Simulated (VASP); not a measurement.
# SiSn4 (F-43m) in VASP: notebook

SiSn4 is run at these levels: PBE; tasks: single point.

Everything below comes from runs of VASP 6.6.1. Logs are shortened: lines on timing, memory, paths and dates and some standing lists are left out, and cuts for length are marked.

### 1 The cell of the first run

The structure is cubic, space group F-43m (No. 216). The conventional cell has a = 8.238 Å, b = 8.238 Å, c = 8.238 Å, α = 90.00°, β = 90.00°, γ = 90.00°. Si (site symmetry -43m) has 12 Sn at 3.42 Å within 4.5 Å. Sn (site symmetry 3m) has 6 Sn at 2.87 to 2.95 Å and 3 Si at 3.42 Å within 3.8 Å.

The cell was built from a structure type or drawn by symmetry, and may not be a known phase.

### 2 Single point, PBE

File INCAR:

```
  PREC = Accurate
  ENCUT = 520
  EDIFF = 1E-6
  ISMEAR = 0
  SIGMA = 0.1
  LREAL = False
  LASPH = True
  NELM = 60
  ALGO = Fast
  ISIF = 2
  LWAVE = False
  LCHARG = False
  GGA = PE
  NBANDS = 38
```

File KPOINTS:

```
regular mesh
0
Gamma
  4 4 4
```

File POSCAR:

```
SiSn4
1.0
    0.0000000000      4.1189988300      4.1189988300
    4.1189988300      0.0000000000      4.1189988300
    4.1189988300      4.1189988300      0.0000000000
Si Sn
1 4
Direct
    0.2500000000      0.2500000000      0.2500000000
    0.8732555000      0.8732555000      0.8732555000
    0.8732555000      0.8732555000      0.3802335100
    0.8732555000      0.3802335100      0.8732555000
    0.3802335100      0.8732555000      0.8732555000
```

Potentials or basis: VASP PAW PBE potentials, release 64 (Si, Sn_d).

Run with:

```
cat potpaw_PBE.64/Si/POTCAR potpaw_PBE.64/Sn_d/POTCAR > POTCAR
mpirun -np 1 vasp_std > vasp.out
```

OUTCAR:

```text
PREC = Accurate
   ENCUT = 520
   EDIFF = 1E-6
   ISMEAR = 0
   LREAL = False
   LASPH = True
   NELM = 60
   ISIF = 2
   GGA = PE

 ion  position               nearest neighbor table
   1  0.250  0.250  0.250-   4 3.42   5 3.42   3 3.42   2 3.42   2 3.42   2 3.42   3 3.42   3 3.42
                             5 3.42   5 3.42   4 3.42   4 3.42
   2  0.873  0.873  0.873-   3 2.87   4 2.87   5 2.87   5 2.95   4 2.95   3 2.95   1 3.42   1 3.42
                             1 3.42
   3  0.873  0.873  0.380-   2 2.87   4 2.87   5 2.87   4 2.95   5 2.95   2 2.95   1 3.42   1 3.42
                             1 3.42
   4  0.873  0.380  0.873-   2 2.87   3 2.87   5 2.87   5 2.95   3 2.95   2 2.95   1 3.42   1 3.42
                             1 3.42
   5  0.380  0.873  0.873-   2 2.87   3 2.87   4 2.87   4 2.95   3 2.95   2 2.95   1 3.42   1 3.42
                             1 3.42

  LATTYP: Found a face centered cubic cell.
 ALAT       =     8.2379976600

  Lattice vectors:

 A1 = (   0.0000000000,   4.1189988300,   4.1189988300)
 A2 = (   4.1189988300,   0.0000000000,   4.1189988300)
 A3 = (   4.1189988300,   4.1189988300,   0.0000000000)

Analysis of symmetry for initial positions (statically):
=====================================================================
 Subroutine PRICEL returns:
 Original cell was already a primitive cell.

 Routine SETGRP: Setting up the symmetry group for a
 face centered cubic supercell.

 Subroutine GETGRP returns: Found 24 space group operations
 (whereof 24 operations were pure point group operations)
 out of a pool of 48 trial point group operations.

The static configuration has the point symmetry T_d .

Analysis of symmetry for dynamics (positions and initial velocities):
=====================================================================
 Subroutine PRICEL returns:
 Original cell was already a primitive cell.

 Routine SETGRP: Setting up the symmetry group for a
 face centered cubic supercell.

 Subroutine GETGRP returns: Found 24 space group operations
 (whereof 24 operations were pure point group operations)
 out of a pool of 48 trial point group operations.

The dynamic configuration has the point symmetry T_d .

 Subroutine INISYM returns: Found 24 space group operations
 (whereof 24 operations are pure point group operations),
 and found     1 'primitive' translations

----------------------------------------------------------------------------------------

                                     Primitive cell

  volume of cell :     139.7671

  direct lattice vectors                    reciprocal lattice vectors
     0.000000000  4.118998830  4.118998830    -0.121388721  0.121388721  0.121388721
     4.118998830  0.000000000  4.118998830     0.121388721 -0.121388721  0.121388721
     4.118998830  4.118998830  0.000000000     0.121388721  0.121388721 -0.121388721

  length of vectors
     5.825144009  5.825144009  5.825144009     0.210251432  0.210251432  0.210251432

  position of ions in fractional coordinates (direct lattice)
     0.250000000  0.250000000  0.250000000
     0.873255500  0.873255500  0.873255500
     0.873255500  0.873255500  0.380233510
     0.873255500  0.380233510  0.873255500
     0.380233510  0.873255500  0.873255500

  ion indices of the primitive-cell ions
   primitive index   ion index
                 1           1
                 2           2
                 3           3
                 4           4
                 5           5

----------------------------------------------------------------------------------------

 KPOINTS: regular mesh

Automatic generation of k-mesh.
 Grid dimensions read from file:
 generate k-points for:    4    4    4

 Generating k-lattice:

  Cartesian coordinates                     Fractional coordinates (reciprocal lattice)
    -0.030347180  0.030347180  0.030347180     0.250000000  0.000000000  0.000000000
     0.030347180 -0.030347180  0.030347180     0.000000000  0.250000000  0.000000000
     0.030347180  0.030347180 -0.030347180     0.000000000  0.000000000  0.250000000

  Length of vectors
     0.052562858  0.052562858  0.052562858

  Shift w.r.t. Gamma in fractional coordinates (k-lattice)
     0.000000000  0.000000000  0.000000000

 Subroutine IBZKPT returns following result:
 ===========================================

 Found      8 irreducible k-points:

 Following reciprocal coordinates:
            Coordinates               Weight
  0.000000  0.000000  0.000000      1.000000
  0.250000  0.000000  0.000000      8.000000
  0.500000  0.000000  0.000000      4.000000
  0.250000  0.250000  0.000000      6.000000
  0.500000  0.250000  0.000000     24.000000
 -0.250000  0.250000  0.000000     12.000000
  0.500000  0.500000  0.000000      3.000000
 -0.250000  0.500000  0.250000      6.000000
   k-points           NKPTS =      8   k-points in BZ     NKDIM =      8   number of bands    NBANDS=     38
   number of dos      NEDOS =    301   number of ions     NIONS =      5
   total plane-waves  NPLWV = 110592
   dimension x,y,z NGX =    48 NGY =   48 NGZ =   48
   dimension x,y,z NGXF=    96 NGYF=   96 NGZF=   96
   ions per type =               1   4
   NGX,Y,Z   is equivalent  to a cutoff of  13.70, 13.70, 13.70 a.u.
   NGXF,Y,Z  is equivalent  to a cutoff of  27.40, 27.40, 27.40 a.u.
 SYSTEM =  unknown system
   PREC   = accura    normal or accurate (medium, high low for compatibility)
   ISTART =      0    job   : 0-new  1-cont  2-samecut
   ICHARG =      2    charge: 1-file 2-atom 10-const
   ISPIN  =      1    spin polarized calculation?
   LNONCOLLINEAR =      F non collinear calculations
   LSORBIT =      F    spin-orbit coupling
   LASPH  =      T    aspherical Exc in radial PAW
   ENCUT  =  520.0 eV  38.22 Ry    6.18 a.u.  10.83 10.83 10.83*2*pi/ulx,y,z
   NELM   =     60;   NELMIN=  2; NELMDL= -5     # of ELM steps
   EDIFF  = 0.1E-05   stopping-criterion for ELM
   LREAL  =      F    real-space projection
   EDIFFG = 0.1E-04   stopping-criterion for IOM
   NSW    =      0    number of steps for IOM
   IBRION =     -1    ionic relax: 0-MD 1-quasi-New 2-CG
   NFREE  =      0    steps in history (QN), initial steepest desc. (CG)
   ISIF   =      2    stress and relaxation
   ISYM   =      2    0-nonsym 1-usesym 2-fastsym
   POTIM  = 0.5000    time-step for ionic-motion
   TEBEG  =    0.0;   TEEND  =   0.0 temperature during run
   PSTRESS=    0.0 pullay stress
   NELECT =      60.0000    total number of electrons
   NUPDOWN=      -1.0000    fix difference up-down
   EMIN   =  10.00;   EMAX   =-10.00  energy-range for DOS
   EFERMI =   0.00;   METHOD = LEGACY
   ISMEAR =     0;   SIGMA  =   0.10  broadening in eV -4-tet -1-fermi 0-gaus
   EFERMI_NEDOS =   21; number of points for ismear=-14 and -15
   IALGO  =     68    algorithm
   IMIX   =      4    mixing-type and parameters
     AMIX     =   0.40;   BMIX     =  1.00
     AMIX_MAG =   1.60;   BMIX_MAG =  1.00
  volume/ion in A,a.u.               =      27.95       188.64
  Fermi-wavevector in a.u.,A,eV,Ry     =   1.234971  2.333758 20.750986  1.525154
  Thomas-Fermi vector in A             =   2.369640
   LORBIT       =      0    0 simple, 1 ext, 2 COOP (PROOUT), +10 PAW based schemes
   GGA     = PE    functional components
   LHFCALC =     F    Hartree Fock is set to
   AEXX    =    0.0000 exact exchange contribution
   IVDW    =     0    specifies the selected vdW correction
   LEPSILON=     F    determine dielectric tensor
   LRPA    =     F    only Hartree local field effects (RPA)
 non-spin polarized calculation
 RMM-DIIS sequential band-by-band and
 Gauss-broadening in eV      SIGMA  =   0.10
  energy-cutoff  :      520.00
  volume of cell :      139.77
 maximum number of plane-waves:      3812
 NGX is ok and might be reduce to    48
   NGX = 21   NGY = 21   NGZ = 21

 number of electron      59.9999999 magnetization

 Free energy of the ion-electron system (eV)
  ---------------------------------------------------
  ext. energy  EPLUGINS =         0.00000000
  ---------------------------------------------------
  free energy    TOTEN  =       -17.26743206 eV

  energy without entropy =      -17.25005623  energy(sigma->0) =      -17.25874414

 E-fermi :   7.1079     XC(G=0):  -9.5946

 val. band max:        7.0301152805   @ k =  -0.2500   0.5000   0.2500
 cond. band min:       7.1214504260   @ k =   0.5000   0.0000   0.0000
 fundamental gap:      0.0913351455
 Fermi energy:         7.1079082314

 k-point     1 :       0.0000    0.0000    0.0000
  band No.  band energies     occupation
      1     -15.2424      2.00000
      2     -15.0563      2.00000
      3     -15.0563      2.00000
      4     -15.0563      2.00000
      5     -15.0400      2.00000
      6     -15.0400      2.00000
[... 30 lines left out ...]
     37      13.7214      0.00000
     38      13.8205      0.00000

 k-point     2 :       0.2500    0.0000    0.0000
  band No.  band energies     occupation
      1     -15.1884      2.00000
      2     -15.0414      2.00000
      3     -15.0414      2.00000
      4     -15.0321      2.00000
      5     -14.9695      2.00000
      6     -14.9695      2.00000
[... 30 lines left out ...]
     37      11.2931      0.00000
     38      11.8531      0.00000

 k-point     3 :       0.5000    0.0000    0.0000
  band No.  band energies     occupation
      1     -15.1412      2.00000
      2     -15.0347      2.00000
      3     -15.0347      2.00000
      4     -14.9507      2.00000
      5     -14.8139      2.00000
      6     -14.8139      2.00000
[... 30 lines left out ...]
     37      10.7127      0.00000
     38      11.1497      0.00000

 k-point     4 :       0.2500    0.2500    0.0000
  band No.  band energies     occupation
      1     -15.1628      2.00000
      2     -15.0477      2.00000
      3     -15.0212      2.00000
      4     -14.9855      2.00000
      5     -14.9855      2.00000
      6     -14.9566      2.00000
[... 30 lines left out ...]
     37      11.4260      0.00000
     38      11.5352      0.00000

 k-point     5 :       0.5000    0.2500    0.0000
  band No.  band energies     occupation
      1     -15.0918      2.00000
      2     -15.0134      2.00000
      3     -14.9968      2.00000
      4     -14.9635      2.00000
      5     -14.8786      2.00000
      6     -14.8199      2.00000
[... 30 lines left out ...]
     37      11.4486      0.00000
     38      11.7763      0.00000

 k-point     6 :      -0.2500    0.2500    0.0000
  band No.  band energies     occupation
      1     -15.1180      2.00000
      2     -15.0182      2.00000
      3     -15.0138      2.00000
      4     -14.9746      2.00000
      5     -14.9403      2.00000
      6     -14.8465      2.00000
[... 30 lines left out ...]
     37      11.7715      0.00000
     38      12.0065      0.00000

 k-point     7 :       0.5000    0.5000    0.0000
  band No.  band energies     occupation
      1     -15.0626      2.00000
      2     -15.0487      2.00000
      3     -14.9260      2.00000
      4     -14.8709      2.00000
      5     -14.8709      2.00000
      6     -14.8570      2.00000
[... 30 lines left out ...]
     37      10.4532      0.00000
     38      10.4532      0.00000

 k-point     8 :      -0.2500    0.5000    0.2500
  band No.  band energies     occupation
      1     -15.0158      2.00000
      2     -14.9966      2.00000
      3     -14.9937      2.00000
      4     -14.9749      2.00000
      5     -14.8518      2.00000
      6     -14.8238      2.00000
[... 30 lines left out ...]
     37      11.3186      0.00000
     38      11.9168      0.00000

------------------------ aborting loop because EDIFF is reached ----------------------------------------

  FORCE on cell =-STRESS in cart. coord.  units (eV):
  Direction    XX          YY          ZZ          XY          YZ          ZX
  --------------------------------------------------------------------------------------
  -------------------------------------------------------------------------------------
  Total        7.6714914      7.6714914      7.6714914      0.0000000      0.0000000      0.0000000
  in kB       87.9397816     87.9397816     87.9397816      0.0000000      0.0000000      0.0000000
  external PRESSURE =      87.9397816 kB  Pullay stress =       0.0000000 kB

 VOLUME and BASIS-vectors are now :
 -----------------------------------------------------------------------------
  energy-cutoff  :      520.00
  volume of cell :      139.77
      direct lattice vectors                 reciprocal lattice vectors
     0.000000000  4.118998830  4.118998830    -0.121388721  0.121388721  0.121388721
     4.118998830  0.000000000  4.118998830     0.121388721 -0.121388721  0.121388721
     4.118998830  4.118998830  0.000000000     0.121388721  0.121388721 -0.121388721

 POSITION                                       TOTAL-FORCE (eV/Angst)
 -----------------------------------------------------------------------------------
      2.05950      2.05950      2.05950        -0.000000     -0.000000     -0.000000
      7.19388      7.19388      7.19388         0.422971      0.422971      0.422971
      5.16312      5.16312      7.19388        -0.422971     -0.422971      0.422971
      5.16312      7.19388      5.16312        -0.422971      0.422971     -0.422971
      7.19388      5.16312      5.16312         0.422971     -0.422971     -0.422971
 -----------------------------------------------------------------------------------
    total drift:                               -0.000045     -0.000045     -0.000045

  FREE ENERGIE OF THE ION-ELECTRON SYSTEM (eV)
  ---------------------------------------------------
  free  energy   TOTEN  =       -17.2674320610 eV

  energy  without entropy=      -17.2500562257  energy(sigma->0) =      -17.25874414
```

Run time: 71 s. Hardware: 1 thread of Intel Xeon Platinum 8488C (Sapphire Rapids), shared host; peak memory 0.32 GiB.

What came out:

| Property | Result |
| --- | --- |
| Free energy | -17.2674 eV |
| Pressure | 8.8 GPa |
| Largest force | 0.733 eV/Å |
| Band gap on the k mesh | zero (bands 30 and 31 overlap by 2.23 eV) |

Forces on the atoms (eV/Å):
```
Si   0.000  0.000  0.000
Sn   0.423  0.423  0.423
Sn  -0.423 -0.423  0.423
Sn  -0.423  0.423 -0.423
Sn   0.423 -0.423 -0.423
```

Caveat: the cell stands under pressure; spin-orbit coupling is left out, which moves the levels of the heavy elements.

### 3 Single point, PBE

This run uses another cell than the first one, of 32.73 Å³/atom.

File INCAR:

```
SYSTEM = SiSn4
PREC = Accurate ; ENCUT = 520
EDIFF = 1E-7 ; ISMEAR = 0
SIGMA = 0.1 ; LREAL = .FALSE.
LASPH = .TRUE. ; NELM = 100
ALGO = Normal ; ISIF = 2
LWAVE = .FALSE. ; LCHARG = .FALSE.
GGA = PE ; NBANDS = 38
```

File KPOINTS:

```
Automatic mesh
0
G
  4 4 4
  0 0 0
```

File POSCAR:

```
SiSn4
1.0
    0.0000000000      4.3413715052      4.3413715052
    4.3413715052      0.0000000000      4.3413715052
    4.3413715052      4.3413715052      0.0000000000
Si Sn
1 4
Direct
    0.2500000000      0.2500000000      0.2500000000
    0.8750435773      0.8750435773      0.8750435773
    0.8750435773      0.8750435773      0.3748692680
    0.8750435773      0.3748692680      0.8750435773
    0.3748692680      0.8750435773      0.8750435773
```

Potentials or basis: VASP PAW PBE potentials, release 64 (Si, Sn_d).

Run with:

```
cat potpaw_PBE.64/Si/POTCAR potpaw_PBE.64/Sn_d/POTCAR > POTCAR
mpirun -np 1 vasp_std > vasp.out
```

It took 67 s on 1 thread of Intel Xeon Platinum 8488C (Sapphire Rapids), shared host; peak memory 0.32 GiB.

Results (log left out):

```yaml
Free_energy: -17.8642 eV
Pressure: -0.1 GPa
Band_gap_on_the_k_mesh: zero (bands 30 and 31 overlap by 1.78 eV)
```

Levels at points of the mesh, in eV from the Fermi level:
```tsv
k point	band 28	band 29	band 30	band 31	band 32	band 33
(0.00, 0.00, 0.00)	-3.24	-3.24	-1.14	-1.14	0.31	0.31
(0.50, 0.00, 0.00)	-2.87	-0.10	0.01	0.01	0.87	0.87
(0.50, 0.50, 0.00)	-0.54	-0.54	0.59	0.86	0.86	0.88
```

Caveat: spin-orbit coupling is left out, which moves the levels of the heavy elements.
